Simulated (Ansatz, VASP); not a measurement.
## One calculation of GaN, two programs

```
Ga N
1.0
     3.21843    0.00000    0.00000
    -1.60921    2.78724    0.00000
     0.00000    0.00000    5.24303
Ga N
2 2
Cartesian
  0.0000 1.8582 5.2385
  1.6092 0.9291 2.6170
  0.0409 1.8818 1.9543
  1.6092 0.9291 4.5922
```

Alike in both runs: task single point; functional PBE; k mesh 12 × 12 × 6; occupations gaussian, width 0.05 eV; no spin polarisation.

|  | VASP | Ansatz |
| --- | --- | --- |
| version | VASP 6.6.1 | Ansatz 0.2.0 |
| potentials or method | VASP PAW PBE potentials, release 64 (Ga_d, N), cutoff 520 eV | scalar-relativistic, plane waves, PAW |
| valence electrons in the cell | 36 | 36 |

VASP gave:

| Property | Result |
| --- | --- |
| gap on the k mesh at the Fermi level (eV) | 1.67 |
| least direct gap on the mesh (eV) | 1.67 |
| pressure (GPa) | 0.2 |
| traceless stress, the component that is largest in VASP (GPa) | -1.04 |
| rms of the force components (eV/Å) | 0.212 |

Task: Which values does Ansatz return?

Result: gap on the k mesh at the Fermi level (eV): 1.67; least direct gap on the mesh (eV): 1.67; pressure (GPa): 0.1; traceless stress, the component that is largest in VASP (GPa): -1.06; rms of the force components (eV/Å): 0.215.

Atom by atom the forces differ by 0.002 eV/Å (rms over components).
